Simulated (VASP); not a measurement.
Write the native input for VASP 6.6.1 that does the following.

* Task: relaxation of cell and atoms
* Functional: LDA
* Potentials or basis: VASP PAW LDA potentials, release 64 (B, N)
* Cutoff: 600 eV
* k mesh: 12 × 12 × 12
* Occupations: gaussian, width 0.01 eV
* Spin: no spin polarisation
* Target pressure: 40 GPa
* Dipole correction: no
* Further INCAR settings: ALGO = Normal; EDIFF = 1e-06; IBRION = 2; EDIFFG = -0.001; NSW = 80; ISIF = 3

The structure of BN lies in POSCAR:

```
BN
1.0
    0.0000000000      1.7902744181      1.7902744181
    1.7902744181      0.0000000000      1.7902744181
    1.7902744181      1.7902744181      0.0000000000
B N
1 1
Direct
    0.0000000000      0.0000000000      0.0000000000
    0.7500000000      0.7500000000      0.7500000000
```

One way to write it, as run:

INCAR

```
SYSTEM = BN
PREC = Accurate ; ENCUT = 600
EDIFF = 1E-6 ; ISMEAR = 0
SIGMA = 0.01 ; LREAL = .FALSE.
LASPH = .TRUE. ; NELM = 80
ALGO = Normal ; ISIF = 3
LWAVE = .FALSE. ; LCHARG = .FALSE.
IBRION = 2 ; NSW = 80
EDIFFG = -0.001 ; PSTRESS = 400.0
```

KPOINTS

```
regular mesh
0
G
  12 12 12
  0 0 0
```

Potentials or basis: VASP PAW LDA potentials, release 64 (B, N).

Command:

```sh
$ cat potpaw_LDA.64/B/POTCAR potpaw_LDA.64/N/POTCAR > POTCAR
$ mpirun -np 1 vasp_std > vasp.out
```

It gave:

The relaxed volume is 5.28 Å³/atom, the relaxed cell is a = 2.462 Å, b = 2.462 Å, c = 2.462 Å, α = 60.00°, β = 60.00°, γ = 60.00° and the space group after relaxing (to 0.05 Å) is F-43m (No. 216). The energy change on relaxing (the enthalpy is what falls) is +54.9 meV/atom. The ionic steps are 7 and the pressure after relaxing is 40.0 GPa. The band gap on the k mesh is 4.47 eV, indirect (least direct gap 9.21 eV).

Caveat: the cell is relaxed towards a set pressure, so the enthalpy falls and the energy may rise.

Run time: 19 s on 1 thread of AMD EPYC 9R45 (Zen 5), on a shared host, peak memory 0.08 GiB.
